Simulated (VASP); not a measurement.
Write the native input for VASP 6.6.1 that does the following.

- Task: single point
- Functional: PBEsol
- Potentials or basis: VASP PAW PBE potentials, release 64 (Hf_pv, N)
- Cutoff: 520 eV
- k mesh: 6 × 6 × 6
- Occupations: methfessel-paxton, width 0.15 eV
- Spin: no spin polarisation
- Dipole correction: no
- Further INCAR settings: ALGO = Normal; EDIFF = 1e-06; NBANDS = 14

The structure of HfN lies in POSCAR:

```
HfN
1.0
    0.0000000000      2.4548220000      2.4548220000
    2.4548220000      0.0000000000      2.4548220000
    2.4548220000      2.4548220000      0.0000000000
Hf N
1 1
Direct
    0.0000000000      0.0000000000      0.0000000000
    0.7500000000      0.7500000000      0.7500000000
```

The input as run:

INCAR

```
ALGO = Normal
EDIFF = 1E-6
ENCUT = 520
GGA = PS
ISIF = 2
ISMEAR = 1
LASPH = T
LCHARG = F
LREAL = F
LWAVE = F
NBANDS = 14
NELM = 60
PREC = Accurate
SIGMA = 0.15
```

KPOINTS

```
k-points
0
Gamma
  6 6 6
```

Potentials or basis: VASP PAW PBE potentials, release 64 (Hf_pv, N).

Command:

```bash
$ cat potpaw_PBE.64/Hf_pv/POTCAR potpaw_PBE.64/N/POTCAR > POTCAR
$ mpirun -np 1 vasp_std > vasp.out
```

It gave:

```json
{
  "Pressure": "-6.1 GPa"
}
```

Caveat: the k points lie up to 0.37 Å⁻¹ apart; the PAW data sets were made with another functional, which shifts forces and pressure a little.

It took 7.9 s on 1 thread of Intel(R) Xeon(R) Platinum 8488C (Sapphire Rapids) (shared host), peak memory 0.16 GiB.
